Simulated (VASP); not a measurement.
# ZrPdSe4 (P6/mmm) in VASP: single point with PBE

Aim: the single point of ZrPdSe4 with PBE.

All numbers are computed with VASP 6.6.1; they aren't measurements. Logs are shortened: lines on timing, memory, paths and dates and some standing lists are left out, and cuts for length are marked.

**1. The cell of the first run**

Symmetry: P6/mmm, No. 191, hexagonal system. Conventional cell: a = 4.928 Å, b = 4.928 Å, c = 5.746 Å, α = 90.00°, β = 90.00°, γ = 120.00°. Zr (site symmetry 6/mmm) has 2 Pd at 2.87 Å and 12 Se at 3.13 Å within 3.8 Å. Pd (site symmetry 6/mmm) has 2 Zr at 2.87 Å and 12 Se at 3.25 Å within 3.8 Å. Within 3.4 Å of Se (site symmetry 3m) lie 5 Se at 2.59 to 3.16 Å and 3 Zr at 3.13 Å and 3 Pd at 3.25 Å.

**2. Single point, PBE, collinear spin, ferromagnetic start**

File INCAR:

```
SYSTEM = ZrPdSe4
PREC     = Accurate       ! precision mode
ENCUT    = 520            ! plane-wave cutoff, eV
EDIFF    = 1E-6           ! SCF threshold, eV
ISMEAR   = 0              ! smearing method
SIGMA    = 0.1            ! smearing width, eV
LREAL    = .FALSE.        ! projectors in reciprocal space
LASPH    = .TRUE.         ! aspherical terms in the spheres
NELM     = 150            ! most SCF steps
ALGO     = Normal         ! electronic algorithm
ISIF     = 2              ! what is computed and relaxed
LWAVE    = .FALSE.        ! write WAVECAR
LCHARG   = .TRUE.         ! write CHGCAR
ISPIN    = 2              ! spin polarisation
MAGMOM   = 0 1 0 0 0 0    ! initial moments
LORBIT   = 11             ! projections on sites
LMAXMIX  = 4              ! l up to which the mixer works
GGA      = PE             ! functional
LELF     = .TRUE.         ! ELF
LVHAR    = .TRUE.       
NBANDS   = 36             ! bands
```

File KPOINTS:

```
regular mesh
0
G
  6 6 4
  0 0 0
```

File POSCAR:

```
ZrPdSe4
1.0
    4.9278109885      0.0000000000      0.0000000000
   -2.4639054943      4.2676095011      0.0000000000
    0.0000000000      0.0000000000      5.7459167424
Zr Pd Se
1 1 4
Direct
    0.0000000000      0.0000000000      0.5000000000
    0.0000000000      0.0000000000      0.0000000000
    0.6666666667      0.3333333333      0.2748661719
    0.3333333333      0.6666666667      0.7251338281
    0.3333333333      0.6666666667      0.2748661719
    0.6666666667      0.3333333333      0.7251338281
```

Potentials or basis: VASP PAW PBE potentials, release 64 (Zr_sv, Pd, Se).

Launch:

```console
> cat potpaw_PBE.64/Zr_sv/POTCAR potpaw_PBE.64/Pd/POTCAR potpaw_PBE.64/Se/POTCAR > POTCAR
> mpirun -np 1 vasp_std > vasp.out
```

OUTCAR:

```text
SYSTEM = ZrPdSe4
   PREC = Accurate
   ENCUT = 520
   EDIFF = 1E-6
   ISMEAR = 0
   LREAL = .FALSE.
   LASPH = .TRUE.
   NELM = 150
   ISIF = 2
   ISPIN = 2
   LORBIT = 11
   GGA = PE

 ion  position               nearest neighbor table
   1  0.000  0.000  0.500-   2 2.87   2 2.87   4 3.13   5 3.13   6 3.13   3 3.13   3 3.13   6 3.13
                             4 3.13   5 3.13   3 3.13   6 3.13   4 3.13   5 3.13
   2  0.000  0.000  0.000-   1 2.87   1 2.87
   3  0.667  0.333  0.275-   6 2.59   1 3.13   1 3.13   1 3.13
   4  0.333  0.667  0.725-   5 2.59   1 3.13   1 3.13   1 3.13
   5  0.333  0.667  0.275-   4 2.59   1 3.13   1 3.13   1 3.13
   6  0.667  0.333  0.725-   3 2.59   1 3.13   1 3.13   1 3.13

  LATTYP: Found a hexagonal cell.
 ALAT       =     4.9278109885
 C/A-ratio  =     1.1660180871

  Lattice vectors:

 A1 = (   4.9278109885,   0.0000000000,   0.0000000000)
 A2 = (  -2.4639054943,   4.2676095011,   0.0000000000)
 A3 = (   0.0000000000,   0.0000000000,   5.7459167424)

Analysis of symmetry for initial positions (statically):
=====================================================================
 Subroutine PRICEL returns:
 Original cell was already a primitive cell.

 Routine SETGRP: Setting up the symmetry group for a
 hexagonal supercell.

 Subroutine GETGRP returns: Found 24 space group operations
 (whereof 24 operations were pure point group operations)
 out of a pool of 24 trial point group operations.

The static configuration has the point symmetry D_6h.

Analysis of symmetry for dynamics (positions and initial velocities):
=====================================================================
 Subroutine PRICEL returns:
 Original cell was already a primitive cell.

 Routine SETGRP: Setting up the symmetry group for a
 hexagonal supercell.

 Subroutine GETGRP returns: Found 24 space group operations
 (whereof 24 operations were pure point group operations)
 out of a pool of 24 trial point group operations.

The dynamic configuration has the point symmetry D_6h.

Analysis of structural, dynamic, and magnetic symmetry:
=====================================================================
 Subroutine PRICEL returns:
 Original cell was already a primitive cell.

 Routine SETGRP: Setting up the symmetry group for a
 hexagonal supercell.

 Subroutine GETGRP returns: Found 24 space group operations
 (whereof 24 operations were pure point group operations)
 out of a pool of 24 trial point group operations.

The overall configuration has the point symmetry D_6h.

 Subroutine INISYM returns: Found 24 space group operations
 (whereof 24 operations are pure point group operations),
 and found     1 'primitive' translations

----------------------------------------------------------------------------------------

                                     Primitive cell

  volume of cell :     120.8365

  direct lattice vectors                    reciprocal lattice vectors
     4.927810989  0.000000000  0.000000000     0.202929861  0.117161610  0.000000000
    -2.463905494  4.267609501  0.000000000     0.000000000  0.234323220  0.000000000
     0.000000000  0.000000000  5.745916742     0.000000000  0.000000000  0.174036632

  length of vectors
     4.927810989  4.927810989  5.745916742     0.234323220  0.234323220  0.174036632

  position of ions in fractional coordinates (direct lattice)
     0.000000000  0.000000000  0.500000000
     0.000000000  0.000000000  0.000000000
     0.666666667  0.333333333  0.274866172
     0.333333333  0.666666667  0.725133828
     0.333333333  0.666666667  0.274866172
     0.666666667  0.333333333  0.725133828

  ion indices of the primitive-cell ions
   primitive index   ion index
                 1           1
                 2           2
                 3           3
                 4           4
                 5           5
                 6           6

[... 30 lines left out ...]
  0.333333 -0.000000  0.000000      6.000000
  0.500000  0.000000  0.000000      3.000000
  0.166667  0.166667  0.000000      6.000000
  0.333333  0.166667  0.000000     12.000000
[... 13 lines left out ...]
  0.333333  0.166667  0.500000     12.000000
  0.333333  0.333333  0.500000      2.000000
   k-points           NKPTS =     21   k-points in BZ     NKDIM =     21   number of bands    NBANDS=     36
   number of dos      NEDOS =    301   number of ions     NIONS =      6
   total plane-waves  NPLWV =  76800
   dimension x,y,z NGX =    40 NGY =   40 NGZ =   48
   dimension x,y,z NGXF=    80 NGYF=   80 NGZF=   96
   ions per type =               1   1   4
   NGX,Y,Z   is equivalent  to a cutoff of  13.49, 13.49, 13.89 a.u.
   NGXF,Y,Z  is equivalent  to a cutoff of  26.99, 26.99, 27.78 a.u.
 SYSTEM =  ZrPdSe4
   PREC   = accura    normal or accurate (medium, high low for compatibility)
   ISTART =      0    job   : 0-new  1-cont  2-samecut
   ICHARG =      2    charge: 1-file 2-atom 10-const
   ISPIN  =      2    spin polarized calculation?
   LNONCOLLINEAR =      F non collinear calculations
   LSORBIT =      F    spin-orbit coupling
   LASPH  =      T    aspherical Exc in radial PAW
   ENCUT  =  520.0 eV  38.22 Ry    6.18 a.u.   9.16  9.16 10.68*2*pi/ulx,y,z
   NELM   =    150;   NELMIN=  2; NELMDL= -5     # of ELM steps
   EDIFF  = 0.1E-05   stopping-criterion for ELM
   LREAL  =      F    real-space projection
   EDIFFG = 0.1E-04   stopping-criterion for IOM
   NSW    =      0    number of steps for IOM
   IBRION =     -1    ionic relax: 0-MD 1-quasi-New 2-CG
   NFREE  =      0    steps in history (QN), initial steepest desc. (CG)
   ISIF   =      2    stress and relaxation
   ISYM   =      2    0-nonsym 1-usesym 2-fastsym
   POTIM  = 0.5000    time-step for ionic-motion
   TEBEG  =    0.0;   TEEND  =   0.0 temperature during run
   PSTRESS=    0.0 pullay stress
   NELECT =      46.0000    total number of electrons
   NUPDOWN=      -1.0000    fix difference up-down
   EMIN   =  10.00;   EMAX   =-10.00  energy-range for DOS
   EFERMI =   0.00;   METHOD = LEGACY
   ISMEAR =     0;   SIGMA  =   0.10  broadening in eV -4-tet -1-fermi 0-gaus
   EFERMI_NEDOS =   21; number of points for ismear=-14 and -15
   IALGO  =     38    algorithm
   IMIX   =      4    mixing-type and parameters
     AMIX     =   0.40;   BMIX     =  1.00
     AMIX_MAG =   1.60;   BMIX_MAG =  1.00
  volume/ion in A,a.u.               =      20.14       135.91
  Fermi-wavevector in a.u.,A,eV,Ry     =   1.186483  2.242127 19.153483  1.407741
  Thomas-Fermi vector in A             =   2.322654
   LORBIT       =     11    0 simple, 1 ext, 2 COOP (PROOUT), +10 PAW based schemes
   GGA     = PE    functional components
   LHFCALC =     F    Hartree Fock is set to
   AEXX    =    0.0000 exact exchange contribution
   IVDW    =     0    specifies the selected vdW correction
   LEPSILON=     F    determine dielectric tensor
   LRPA    =     F    only Hartree local field effects (RPA)
 spin polarized calculation
 Gauss-broadening in eV      SIGMA  =   0.10
  energy-cutoff  :      520.00
  volume of cell :      120.84
 maximum number of plane-waves:      3268
 NGX is ok and might be reduce to    40
   NGX = 19   NGY = 19   NGZ = 21

 number of electron      46.0000001 magnetization      -0.0022501

 number of electron      46.0000001 magnetization       0.0121032

 Free energy of the ion-electron system (eV)
  ---------------------------------------------------
  ext. energy  EPLUGINS =         0.00000000
  ---------------------------------------------------
  free energy    TOTEN  =       -27.56303302 eV

  energy without entropy =      -27.54181555  energy(sigma->0) =      -27.55242429

 E-fermi :   6.9550     XC(G=0): -10.8783

 val. band max:        6.9251429389   @ k =   0.0000   0.0000   0.0000
 cond. band min:       6.9876072838   @ k =   0.3333  -0.0000   0.0000
 fundamental gap:      0.0624643449
 Fermi energy:         6.9550148306

 spin component 1

 k-point     1 :       0.0000    0.0000    0.0000
  band No.  band energies     occupation
      1     -43.0234      1.00000
      2     -21.0074      1.00000
      3     -21.0013      1.00000
      4     -21.0013      1.00000
      5      -9.0564      1.00000
      6      -6.6148      1.00000
[... 787 lines left out ...]
     34      13.8830      0.00000
     35      15.1113      0.00000
 Fermi energy:         6.9550148306

 spin component 2

 k-point     1 :       0.0000    0.0000    0.0000
  band No.  band energies     occupation
      1     -43.0191      1.00000
      2     -20.9993      1.00000
      3     -20.9975      1.00000
      4     -20.9975      1.00000
      5      -9.0563      1.00000
      6      -6.6150      1.00000
[... 787 lines left out ...]
     34      13.8866      0.00000
     35      15.1128      0.00000
 [bands above 35 left out]

------------------------ aborting loop because EDIFF is reached ----------------------------------------

  FORCE on cell =-STRESS in cart. coord.  units (eV):
  Direction    XX          YY          ZZ          XY          YZ          ZX
  --------------------------------------------------------------------------------------
  -------------------------------------------------------------------------------------
  Total        0.1031701      0.1031701     -0.0389289     -0.0000000      0.0000000      0.0000000
  in kB        1.3679385      1.3679385     -0.5161607     -0.0000000      0.0000000      0.0000000
  external PRESSURE =       0.7399054 kB  Pullay stress =       0.0000000 kB

 VOLUME and BASIS-vectors are now :
 -----------------------------------------------------------------------------
  energy-cutoff  :      520.00
  volume of cell :      120.84
      direct lattice vectors                 reciprocal lattice vectors
     4.927810989  0.000000000  0.000000000     0.202929861  0.117161610  0.000000000
    -2.463905494  4.267609501  0.000000000     0.000000000  0.234323220  0.000000000
     0.000000000  0.000000000  5.745916742     0.000000000  0.000000000  0.174036632

 POSITION                                       TOTAL-FORCE (eV/Angst)
 -----------------------------------------------------------------------------------
      0.00000      0.00000      2.87296        -0.000000      0.000000      0.000000
      0.00000      0.00000      0.00000        -0.000000      0.000000      0.000000
      2.46391      1.42254      1.57936         0.000000      0.000000     -0.022824
     -0.00000      2.84507      4.16656        -0.000000     -0.000000      0.022824
     -0.00000      2.84507      1.57936         0.000000     -0.000000     -0.022824
      2.46391      1.42254      4.16656         0.000000      0.000000      0.022824
 -----------------------------------------------------------------------------------
    total drift:                                0.000000     -0.000000     -0.000000

  FREE ENERGIE OF THE ION-ELECTRON SYSTEM (eV)
  ---------------------------------------------------
  free  energy   TOTEN  =       -27.5630330246 eV

  energy  without entropy=      -27.5418155460  energy(sigma->0) =      -27.55242429

 total charge

# of ion       s       p       d       tot
------------------------------------------
    1        2.127   5.949   1.498   9.575
    2        0.354   0.174   8.683   9.211
    3        1.531   2.125   0.068   3.724
    4        1.531   2.125   0.068   3.724
    5        1.531   2.125   0.068   3.724
    6        1.531   2.125   0.068   3.724
--------------------------------------------------
tot          8.605  14.625  10.453  33.683

 magnetization (x)

# of ion       s       p       d       tot
------------------------------------------
    1        0.000   0.000   0.006   0.007
    2        0.001   0.001  -0.000   0.002
    3       -0.000  -0.000   0.000  -0.000
    4       -0.000  -0.000   0.000  -0.000
    5       -0.000  -0.000   0.000  -0.000
    6       -0.000  -0.000   0.000  -0.000
--------------------------------------------------
tot          0.001   0.000   0.006   0.007
```

Run time: 3.5 min. Hardware: 1 thread of Intel Xeon Platinum 8259CL at 2.50GHz (Skylake/Cascade Lake), shared host; peak memory 0.4 GiB.

What came out:

```
Free energy                                           : -27.5630 eV
Pressure                                              : 0.1 GPa
Largest force                                         : 0.023 eV/Å
Band gap on the k mesh                                : zero (filled and empty bands overlap)
Net moment                                            : 0.01 μB per cell
Valence electrons inside the program's atomic spheres : Zr 9.57; Pd 9.21; Se 3.72
```

Forces on the atoms (eV/Å):
```
Zr   0.000  0.000  0.000
Pd   0.000  0.000  0.000
Se   0.000  0.000 -0.023
Se   0.000  0.000  0.023
Se   0.000  0.000 -0.023
Se   0.000  0.000  0.023
```

Stress tensor (GPa, compression positive):
```
 0.14  0.00  0.00
 0.00  0.14  0.00
 0.00  0.00 -0.05
```

Levels at points of the mesh, in eV from the Fermi level:
Spin up:
```
           k point  band 20  band 21  band 22  band 23  band 24  band 25  band 26  band 27
(0.00, 0.00, 0.00)    -1.60    -1.60    -0.03    -0.03     0.68     1.41     1.83     1.83
(0.50, 0.00, 0.00)    -1.34    -0.87    -0.08     0.17     1.33     1.55     1.57     2.02
(0.00, 0.00, 0.50)    -1.89    -1.06    -1.06    -0.48    -0.48     0.29     0.55     2.12
(0.50, 0.00, 0.50)    -1.71    -1.48    -0.80    -0.52    -0.18     0.11     1.30     1.54
```
Spin down:
| k point | band 19 | band 20 | band 21 | band 22 | band 23 | band 24 | band 25 | band 26 | band 27 | band 28 |
| --- | --- | --- | --- | --- | --- | --- | --- | --- | --- | --- |
| (0.00, 0.00, 0.00) | -2.34 | -1.60 | -1.60 | -0.03 | -0.03 | 0.68 | 1.41 | 1.83 | 1.83 | 2.91 |
| (0.50, 0.00, 0.00) | -1.37 | -1.34 | -0.87 | -0.07 | 0.17 | 1.34 | 1.55 | 1.57 | 2.03 | 2.76 |
| (0.00, 0.00, 0.50) | -1.89 | -1.89 | -1.06 | -1.06 | -0.48 | -0.48 | 0.31 | 0.55 | 2.12 | 2.15 |
| (0.50, 0.00, 0.50) | -1.81 | -1.71 | -1.48 | -0.80 | -0.51 | -0.18 | 0.12 | 1.31 | 1.54 | 1.61 |
